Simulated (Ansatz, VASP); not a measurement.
# Two plane-wave programs on InSb

Contents of INCAR:

```
  PREC = Accurate
  ENCUT = 600
  EDIFF = 1E-7
  ISMEAR = -1
  SIGMA = 0.15
  LREAL = False
  LASPH = True
  NELM = 80
  ALGO = Normal
  ISIF = 3
  LWAVE = False
  LCHARG = False
  GGA = CA
  IBRION = 2
  NSW = 80
  EDIFFG = -0.001
```

KPOINTS

```
Automatic mesh
0
Gamma
  16 16 16
```

POSCAR

```
InSb
1.0
    0.0000000000      3.2249200889      3.2249200889
    3.2249200889      0.0000000000      3.2249200889
    3.2249200889      3.2249200889      0.0000000000
In Sb
1 1
Direct
    0.0000000000      0.0000000000      0.0000000000
    0.7500000000      0.7500000000      0.7500000000
```

Input for Ansatz:

```yaml
crystal:
  lattice:
    - [0.0, 3.2249200889, 3.2249200889]
    - [3.2249200889, 0.0, 3.2249200889]
    - [3.2249200889, 3.2249200889, 0.0]
  atoms:
    - { symbol: In, position: [0.0, 0.0, 0.0] }
    - { symbol: Sb, position: [0.75, 0.75, 0.75] }
basis:
  ecutwfc: 420
kpoints:
  mp_grid: { grid: [16, 16, 16] }
hamiltonian:
  xc: lda
  pseudopotentials: { kind: paw, azcp: { folder: soft_1 } }
scf:
  occupations: { method: fermi_dirac, width: 0.15 }
output:
  forces: true
  stress: true
  eigenvalues: true
relax:
  adjacent_minimum: "off"
  f_tol: 0.001
  max_steps: 60
  cell: { stress_tol: 0.01 }
```

Alike in both runs: task relaxation of cell and atoms; functional LDA; k mesh 16 × 16 × 16; occupations fermi-dirac, width 0.15 eV; no spin polarisation.

|  | VASP | Ansatz |
| --- | --- | --- |
| version | VASP 6.6.1 | Ansatz 0.2.0 |
| potentials or method | VASP PAW LDA potentials, release 64 (In_d, Sb), cutoff 600 eV | scalar-relativistic, plane waves, PAW |
| valence electrons in the cell | 18 | 28 |

|  | VASP | Ansatz | Ansatz less VASP |
| --- | --- | --- | --- |
| gap on the k mesh at the Fermi level, each at its own relaxed structure (eV) | none | none | - |
| relaxed volume (Å³/atom) | 33.64 | 33.56 | -0.076 |
| relaxed cell length with the largest relative difference (Å) | 4.565 | 4.562 | -0.0035 |

Ansatz warns that its potentials were made for another functional, while VASP's fit it. LDA's correlation is that of Perdew and Zunger in VASP and of Perdew and Wang (1992) in Ansatz. A gap of «none» marks a metal or a gap that the smearing closes. VASP's potentials hold 18 valence electrons a cell and Ansatz's 28, so a difference there can come from the potentials and not from the codes.

Spin-orbit coupling is off throughout.
